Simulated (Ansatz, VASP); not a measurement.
**One calculation of NaH, two programs**

```
CELL_PARAMETERS angstrom
0.00000 2.37957 2.57826
2.37957 0.00000 2.57826
2.37957 2.37957 0.00000
ATOMIC_POSITIONS crystal
Na 0.00000 0.00000 0.00000
H 0.50000 0.50000 0.50000
```

Alike in both runs: task single point; functional r2SCAN; k mesh 10 × 10 × 10; occupations fermi-dirac, width 0.2 eV; no spin polarisation.

|  | VASP | Ansatz |
| --- | --- | --- |
| version | VASP 6.6.1 | Ansatz 0.2.0 |
| potentials or method | VASP PAW PBE potentials, release 64 (Na_pv, H), cutoff 520 eV | scalar-relativistic, plane waves, PAW |
| valence electrons in the cell | 8 | 10 |

```csv
,VASP,Ansatz,Ansatz less VASP
gap on the k mesh at the Fermi level (eV),4.27,4.26,-0.013
least direct gap on the mesh (eV),4.95,4.93,-0.012
pressure (GPa),-1.2,-1.0,+0.14
"traceless stress, the component that is largest in VASP (GPa)",-1.45,-1.40,+0.051
```

VASP's potentials were made for PBE, not for r2SCAN. VASP's potentials hold 8 valence electrons a cell and Ansatz's 10, so a difference there can come from the potentials and not from the codes.
